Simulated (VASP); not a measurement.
# LiLu (Fm-3m) in VASP: notebook

LiLu is run at these levels: PBE; tasks: single point, relaxation of cell and atoms.

Program: VASP 6.6.1. These are calculated values, not measurements. Logs are shortened: lines on timing, memory, paths and dates and some standing lists are left out, and cuts for length are marked.

### 1 The cell of the first run

Symmetry: Fm-3m, No. 225, cubic system. Conventional cell: a = 5.891 Å, b = 5.891 Å, c = 5.891 Å, α = 90.00°, β = 90.00°, γ = 90.00°. Li (site symmetry m-3m) has 6 Lu at 2.95 Å within 3.9 Å. Within 3.9 Å of Lu (site symmetry m-3m) lie 6 Li at 2.95 Å.

### 2 Single point, PBE

INCAR

```
SYSTEM = LiLu
PREC = Accurate ; ENCUT = 520
EDIFF = 1E-7 ; ISMEAR = 0
SIGMA = 0.1 ; LREAL = .False.
LASPH = .True. ; NELM = 100
ALGO = Normal ; ISIF = 2
LWAVE = .False. ; LCHARG = .False.
GGA = PE ; NBANDS = 21
```

KPOINTS

```
Automatic mesh
0
Gamma
  16 16 16
  0 0 0
```

POSCAR

```
LiLu
1.0
    0.0000000000      2.9456893272      2.9456893272
    2.9456893272      0.0000000000      2.9456893272
    2.9456893272      2.9456893272      0.0000000000
Li Lu
1 1
Direct
    0.5000000000      0.5000000000      0.5000000000
    0.0000000000      0.0000000000      0.0000000000
```

Potentials or basis: VASP PAW PBE potentials, release 64 (Li_sv, Lu).

Run with:

```bash
cat potpaw_PBE.64/Li_sv/POTCAR potpaw_PBE.64/Lu/POTCAR > POTCAR
mpirun -np 1 vasp_std > vasp.out
```

OUTCAR:

```text
SYSTEM = LiLu
   PREC = Accurate
   ENCUT = 520
   EDIFF = 1E-7
   ISMEAR = 0
   LREAL = .False.
   LASPH = .True.
   NELM = 100
   ISIF = 2
   GGA = PE

 ion  position               nearest neighbor table
   1  0.500  0.500  0.500-   2 2.95   2 2.95   2 2.95   2 2.95   2 2.95   2 2.95
   2  0.000  0.000  0.000-   1 2.95   1 2.95   1 2.95   1 2.95   1 2.95   1 2.95

  LATTYP: Found a face centered cubic cell.
 ALAT       =     5.8913786544

  Lattice vectors:

 A1 = (   0.0000000000,   2.9456893272,   2.9456893272)
 A2 = (   2.9456893272,   0.0000000000,   2.9456893272)
 A3 = (   2.9456893272,   2.9456893272,   0.0000000000)

Analysis of symmetry for initial positions (statically):
=====================================================================
 Subroutine PRICEL returns:
 Original cell was already a primitive cell.

 Routine SETGRP: Setting up the symmetry group for a
 face centered cubic supercell.

 Subroutine GETGRP returns: Found 48 space group operations
 (whereof 48 operations were pure point group operations)
 out of a pool of 48 trial point group operations.

The static configuration has the point symmetry O_h .

Analysis of symmetry for dynamics (positions and initial velocities):
=====================================================================
 Subroutine PRICEL returns:
 Original cell was already a primitive cell.

 Routine SETGRP: Setting up the symmetry group for a
 face centered cubic supercell.

 Subroutine GETGRP returns: Found 48 space group operations
 (whereof 48 operations were pure point group operations)
 out of a pool of 48 trial point group operations.

The dynamic configuration has the point symmetry O_h .

 Subroutine INISYM returns: Found 48 space group operations
 (whereof 48 operations are pure point group operations),
 and found     1 'primitive' translations

----------------------------------------------------------------------------------------

                                     Primitive cell

  volume of cell :      51.1200

  direct lattice vectors                    reciprocal lattice vectors
     0.000000000  2.945689327  2.945689327    -0.169739557  0.169739557  0.169739557
     2.945689327  0.000000000  2.945689327     0.169739557 -0.169739557  0.169739557
     2.945689327  2.945689327  0.000000000     0.169739557  0.169739557 -0.169739557

  length of vectors
     4.165833797  4.165833797  4.165833797     0.293997536  0.293997536  0.293997536

  position of ions in fractional coordinates (direct lattice)
     0.500000000  0.500000000  0.500000000
     0.000000000  0.000000000  0.000000000

  ion indices of the primitive-cell ions
   primitive index   ion index
                 1           1
                 2           2

----------------------------------------------------------------------------------------

 KPOINTS: Automatic mesh

Automatic generation of k-mesh.
 Grid dimensions read from file:
 generate k-points for:   16   16   16

 Generating k-lattice:

  Cartesian coordinates                     Fractional coordinates (reciprocal lattice)
    -0.010608722  0.010608722  0.010608722     0.062500000  0.000000000  0.000000000
     0.010608722 -0.010608722  0.010608722     0.000000000  0.062500000  0.000000000
     0.010608722  0.010608722 -0.010608722     0.000000000  0.000000000  0.062500000

  Length of vectors
     0.018374846  0.018374846  0.018374846

  Shift w.r.t. Gamma in fractional coordinates (k-lattice)
     0.000000000  0.000000000  0.000000000

 Subroutine IBZKPT returns following result:
 ===========================================

 Found    145 irreducible k-points:

 Following reciprocal coordinates:
            Coordinates               Weight
  0.000000  0.000000  0.000000      1.000000
  0.062500  0.000000  0.000000      8.000000
  0.125000  0.000000  0.000000      8.000000
  0.187500  0.000000  0.000000      8.000000
  0.250000  0.000000  0.000000      8.000000
  0.312500  0.000000  0.000000      8.000000
[... 16 lines left out ...]
 -0.125000  0.062500  0.000000     24.000000
 -0.062500  0.062500  0.000000     12.000000
 [... further k-points ...]
   k-points           NKPTS =    145   k-points in BZ     NKDIM =    145   number of bands    NBANDS=     21
   number of dos      NEDOS =    301   number of ions     NIONS =      2
   total plane-waves  NPLWV =  32768
   dimension x,y,z NGX =    32 NGY =   32 NGZ =   32
   dimension x,y,z NGXF=    64 NGYF=   64 NGZF=   64
   ions per type =               1   1
   NGX,Y,Z   is equivalent  to a cutoff of  12.77, 12.77, 12.77 a.u.
   NGXF,Y,Z  is equivalent  to a cutoff of  25.54, 25.54, 25.54 a.u.
 SYSTEM =  LiLu
   PREC   = accura    normal or accurate (medium, high low for compatibility)
   ISTART =      0    job   : 0-new  1-cont  2-samecut
   ICHARG =      2    charge: 1-file 2-atom 10-const
   ISPIN  =      1    spin polarized calculation?
   LNONCOLLINEAR =      F non collinear calculations
   LSORBIT =      F    spin-orbit coupling
   LASPH  =      T    aspherical Exc in radial PAW
   ENCUT  =  520.0 eV  38.22 Ry    6.18 a.u.   7.75  7.75  7.75*2*pi/ulx,y,z
   NELM   =    100;   NELMIN=  2; NELMDL= -5     # of ELM steps
   EDIFF  = 0.1E-06   stopping-criterion for ELM
   LREAL  =      F    real-space projection
   EDIFFG = 0.1E-05   stopping-criterion for IOM
   NSW    =      0    number of steps for IOM
   IBRION =     -1    ionic relax: 0-MD 1-quasi-New 2-CG
   NFREE  =      0    steps in history (QN), initial steepest desc. (CG)
   ISIF   =      2    stress and relaxation
   ISYM   =      2    0-nonsym 1-usesym 2-fastsym
   POTIM  = 0.5000    time-step for ionic-motion
   TEBEG  =    0.0;   TEEND  =   0.0 temperature during run
   PSTRESS=    0.0 pullay stress
   NELECT =      28.0000    total number of electrons
   NUPDOWN=      -1.0000    fix difference up-down
   EMIN   =  10.00;   EMAX   =-10.00  energy-range for DOS
   EFERMI =   0.00;   METHOD = LEGACY
   ISMEAR =     0;   SIGMA  =   0.10  broadening in eV -4-tet -1-fermi 0-gaus
   EFERMI_NEDOS =   21; number of points for ismear=-14 and -15
   IALGO  =     38    algorithm
   IMIX   =      4    mixing-type and parameters
     AMIX     =   0.40;   BMIX     =  1.00
     AMIX_MAG =   1.60;   BMIX_MAG =  1.00
  volume/ion in A,a.u.               =      25.56       172.49
  Fermi-wavevector in a.u.,A,eV,Ry     =   1.339463  2.531217 24.411027  1.794160
  Thomas-Fermi vector in A             =   2.467852
   LORBIT       =      0    0 simple, 1 ext, 2 COOP (PROOUT), +10 PAW based schemes
   GGA     = PE    functional components
   LHFCALC =     F    Hartree Fock is set to
   AEXX    =    0.0000 exact exchange contribution
   IVDW    =     0    specifies the selected vdW correction
   LEPSILON=     F    determine dielectric tensor
   LRPA    =     F    only Hartree local field effects (RPA)
 non-spin polarized calculation
 Gauss-broadening in eV      SIGMA  =   0.10
  energy-cutoff  :      520.00
  volume of cell :       51.12
 maximum number of plane-waves:      1389
   NGX = 15   NGY = 15   NGZ = 15

 number of electron      28.0000002 magnetization

 Free energy of the ion-electron system (eV)
  ---------------------------------------------------
  ext. energy  EPLUGINS =         0.00000000
  ---------------------------------------------------
  free energy    TOTEN  =        -5.35274058 eV

  energy without entropy =       -5.34022811  energy(sigma->0) =       -5.34648435

 E-fermi :   1.4577     XC(G=0):  -9.1529

 val. band max:        1.4539805974   @ k =   0.5000   0.3750   0.1250
 cond. band min:       1.4608043916   @ k =   0.4375   0.3125   0.0625
 fundamental gap:      0.0068237942
 Fermi energy:         1.4576896847

 k-point     1 :       0.0000    0.0000    0.0000
  band No.  band energies     occupation
      1     -55.5728      2.00000
      2     -44.6429      2.00000
      3     -26.1565      2.00000
      4     -26.1565      2.00000
      5     -26.1565      2.00000
      6      -4.2030      2.00000
[... 13 lines left out ...]
     20       7.4589      0.00000
     21       7.4589      0.00000

 k-point     2 :       0.0625    0.0000    0.0000
  band No.  band energies     occupation
      1     -55.5728      2.00000
      2     -44.6429      2.00000
      3     -26.1589      2.00000
      4     -26.1569      2.00000
      5     -26.1569      2.00000
      6      -4.2031      2.00000
[... 13 lines left out ...]
     20       7.6281      0.00000
     21       7.6281      0.00000

 k-point     3 :       0.1250    0.0000    0.0000
  band No.  band energies     occupation
      1     -55.5726      2.00000
      2     -44.6429      2.00000
      3     -26.1656      2.00000
      4     -26.1579      2.00000
      5     -26.1579      2.00000
      6      -4.2032      2.00000
[... 13 lines left out ...]
     20       8.0728      0.00000
     21       8.0728      0.00000

 k-point     4 :       0.1875    0.0000    0.0000
  band No.  band energies     occupation
      1     -55.5723      2.00000
      2     -44.6429      2.00000
      3     -26.1756      2.00000
      4     -26.1594      2.00000
      5     -26.1594      2.00000
      6      -4.2034      2.00000
[... 13 lines left out ...]
     20       8.6714      0.00000
     21       8.6714      0.00000

 k-point     5 :       0.2500    0.0000    0.0000
  band No.  band energies     occupation
      1     -55.5720      2.00000
      2     -44.6429      2.00000
      3     -26.1874      2.00000
      4     -26.1612      2.00000
      5     -26.1612      2.00000
      6      -4.2035      2.00000
[... 13 lines left out ...]
     20       9.2926      0.00000
     21       9.2926      0.00000

 k-point     6 :       0.3125    0.0000    0.0000
  band No.  band energies     occupation
      1     -55.5717      2.00000
      2     -44.6429      2.00000
      3     -26.1991      2.00000
      4     -26.1629      2.00000
      5     -26.1629      2.00000
      6      -4.2036      2.00000
[... 13 lines left out ...]
     20       9.7269      0.00000
     21       9.7312      0.00000

 k-point     7 :       0.3750    0.0000    0.0000
  band No.  band energies     occupation
      1     -55.5714      2.00000
      2     -44.6429      2.00000
      3     -26.2090      2.00000
      4     -26.1644      2.00000
      5     -26.1644      2.00000
      6      -4.2036      2.00000
[... 13 lines left out ...]
     20       9.5715      0.00000
     21       9.6986      0.00000
[... 291 lines left out ...]
      1     -55.5715      2.00000
      2     -44.6429      2.00000
      3     -26.2024      2.00000
      4     -26.1661      2.00000
      5     -26.1629      2.00000
      6      -4.2031      2.00000
[... 13 lines left out ...]
     20       8.9998      0.00000
     21       9.8426      0.00000

 k-point    21 :      -0.2500    0.0625    0.0000
  band No.  band energies     occupation
      1     -55.5718      2.00000
      2     -44.6429      2.00000
      3     -26.1914      2.00000
      4     -26.1644      2.00000
      5     -26.1610      2.00000
      6      -4.2030      2.00000
[... 13 lines left out ...]
     20       8.8011      0.00000
     21      10.0931      0.00000

 k-point    22 :      -0.1875    0.0625    0.0000
  band No.  band energies     occupation
      1     -55.5722      2.00000
      2     -44.6429      2.00000
      3     -26.1799      2.00000
      4     -26.1624      2.00000
      5     -26.1593      2.00000
      6      -4.2029      2.00000
[... 13 lines left out ...]
     20       8.3878      0.00000
     21       9.3785      0.00000

 k-point    23 :      -0.1250    0.0625    0.0000
  band No.  band energies     occupation
      1     -55.5724      2.00000
      2     -44.6429      2.00000
      3     -26.1695      2.00000
      4     -26.1604      2.00000
      5     -26.1579      2.00000
      6      -4.2029      2.00000
[... 13 lines left out ...]
     20       7.9246      0.00000
     21       8.6572      0.00000

 k-point    24 :      -0.0625    0.0625    0.0000
  band No.  band energies     occupation
      1     -55.5727      2.00000
      2     -44.6429      2.00000
      3     -26.1622      2.00000
      4     -26.1584      2.00000
      5     -26.1570      2.00000
      6      -4.2029      2.00000
[... 13 lines left out ...]
     20       7.5884      0.00000
     21       8.0419      0.00000

 [... further k-points ...]
[... 5 lines left out ...]
  --------------------------------------------------------------------------------------
  -------------------------------------------------------------------------------------
  Total       -0.0045635     -0.0045635     -0.0045635     -0.0000000     -0.0000000      0.0000000
  in kB       -0.1430260     -0.1430260     -0.1430260     -0.0000000     -0.0000000      0.0000000
  external PRESSURE =      -0.1430260 kB  Pullay stress =       0.0000000 kB

 VOLUME and BASIS-vectors are now :
 -----------------------------------------------------------------------------
  energy-cutoff  :      520.00
  volume of cell :       51.12
      direct lattice vectors                 reciprocal lattice vectors
     0.000000000  2.945689327  2.945689327    -0.169739557  0.169739557  0.169739557
     2.945689327  0.000000000  2.945689327     0.169739557 -0.169739557  0.169739557
     2.945689327  2.945689327  0.000000000     0.169739557  0.169739557 -0.169739557

 POSITION                                       TOTAL-FORCE (eV/Angst)
 -----------------------------------------------------------------------------------
      2.94569      2.94569      2.94569        -0.000000      0.000000     -0.000000
      0.00000      0.00000      0.00000         0.000000     -0.000000      0.000000
 -----------------------------------------------------------------------------------
    total drift:                                0.000000     -0.000000     -0.000000

  FREE ENERGIE OF THE ION-ELECTRON SYSTEM (eV)
  ---------------------------------------------------
  free  energy   TOTEN  =        -5.3527405802 eV

  energy  without entropy=       -5.3402281136  energy(sigma->0) =       -5.34648435
```

Run time: 59 s. Hardware: 1 thread of Intel Xeon 6975P-C (Granite Rapids), shared host; peak memory 0.29 GiB.

What came out:

| Item | Value |
| --- | --- |
| Free energy | -5.3527 eV |
| Band gap on the k mesh | zero (band 14 reaches 3.06 eV, above the bottom of band 15 at 0.93 eV) |

Caveat: the cutoff is under 1.25 times the usual one of these potentials, so pressure, stress and relaxed cells hold a basis-set (Pulay) error; spin-orbit coupling is left out, which moves the levels of the heavy elements.

[end of part 1 of 2]
